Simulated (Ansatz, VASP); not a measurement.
## One calculation of MgO, two programs

```xyz
2
Lattice="0.0000 2.1050 2.1050 2.1050 0.0000 2.1050 2.1050 2.1050 0.0000" Properties=species:S:1:pos:R:3 pbc="T T T"
Mg    0.0000    0.0000    0.0000
O     2.1050    2.1050    2.1050
```

Alike in both runs: task single point; functional PBE; k mesh 6 × 6 × 6; occupations gaussian, width 0.02 eV; no spin polarisation.

|  | VASP | Ansatz |
| --- | --- | --- |
| version | VASP 6.6.1 | Ansatz 0.2.0 |
| potentials or method | VASP PAW PBE potentials, release 64 (Mg, O), cutoff 600 eV | scalar-relativistic, plane waves, PAW |
| valence electrons in the cell | 8 | 16 |

Ansatz gave:

- gap on the k mesh at the Fermi level (eV): 4.76
- least direct gap on the mesh (eV): 4.76
- pressure (GPa): 4.9

**Question.** Estimate VASP's values.

**Answer.** gap on the k mesh at the Fermi level (eV): 4.74; least direct gap on the mesh (eV): 4.74; pressure (GPa): 3.9.

VASP's potentials hold 8 valence electrons a cell and Ansatz's 16, so a difference there can come from the potentials and not from the codes.

The k mesh is coarse, so the values compare programs but aren't converged.
